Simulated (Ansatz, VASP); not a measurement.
## Two plane-wave programs on MgI2

INCAR

```
SYSTEM = MgI2
ALGO = Normal ; EDIFF = 1E-7
ENCUT = 520 ; GGA = PE
ISIF = 2 ; ISMEAR = 0
LASPH = .TRUE. ; LCHARG = .FALSE.
LREAL = .FALSE. ; LWAVE = .FALSE.
NBANDS = 15 ; NELM = 80
PREC = Accurate ; SIGMA = 0.05
```

KPOINTS

```
k-points
0
G
  6 6 4
  0 0 0
```

Contents of POSCAR:

```
MgI2
1.0
    4.1537001214      0.0000000000      0.0000000000
   -2.0768500607      3.5972098248      0.0000000000
    0.0000000000      0.0000000000      6.8620000000
Mg I
1 2
Direct
   -0.0312742391     -0.0625484781     -0.0655785485
    0.3333333333      0.6666666667      0.7576300000
    0.6666666667      0.3333333333      0.2423700000
```

Input for Ansatz:

```yaml
crystal:
  lattice:
    - [4.1537001214, 0.0, 0.0]
    - [-2.0768500607, 3.5972098248, 0.0]
    - [0.0, 0.0, 6.862]
  atoms:
    - { symbol: Mg, position: [-0.0312742391, -0.0625484781, -0.0655785485] }
    - { symbol: I, position: [0.3333333333, 0.6666666667, 0.75763] }
    - { symbol: I, position: [0.6666666667, 0.3333333333, 0.24237] }
basis:
  ecutwfc: 420
kpoints:
  mp_grid: { grid: [6, 6, 4] }
hamiltonian:
  xc: pbe
scf:
  occupations: { method: gaussian, width: 0.05 }
output:
  forces: true
  stress: true
  eigenvalues: true
```

Alike in both runs: task single point; functional PBE; k mesh 6 × 6 × 4; occupations gaussian, width 0.05 eV; no spin polarisation.

```csv
,VASP,Ansatz
version,VASP 6.6.1,Ansatz 0.2.0
potentials or method,"VASP PAW PBE potentials, release 64 (Mg, I), cutoff 520 eV","scalar-relativistic, plane waves, PAW"
valence electrons in the cell,16,44
```

VASP gave:

| Property | Result |
| --- | --- |
| gap on the k mesh at the Fermi level (eV) | 2.34 |
| least direct gap on the mesh (eV) | 2.35 |
| pressure (GPa) | 3.3 |
| traceless stress, the component that is largest in VASP (GPa) | 3.10 |
| rms of the force components (eV/Å) | 1.107 |

Task: Which values does Ansatz return?

Result: gap on the k mesh at the Fermi level (eV): 2.36; least direct gap on the mesh (eV): 2.37; pressure (GPa): 3.3; traceless stress, the component that is largest in VASP (GPa): 3.10; rms of the force components (eV/Å): 1.106.

Atom by atom the forces differ by 0.003 eV/Å (rms over components). VASP's potentials hold 16 valence electrons a cell and Ansatz's 44, so a difference there can come from the potentials and not from the codes.

Spin-orbit coupling is off throughout.
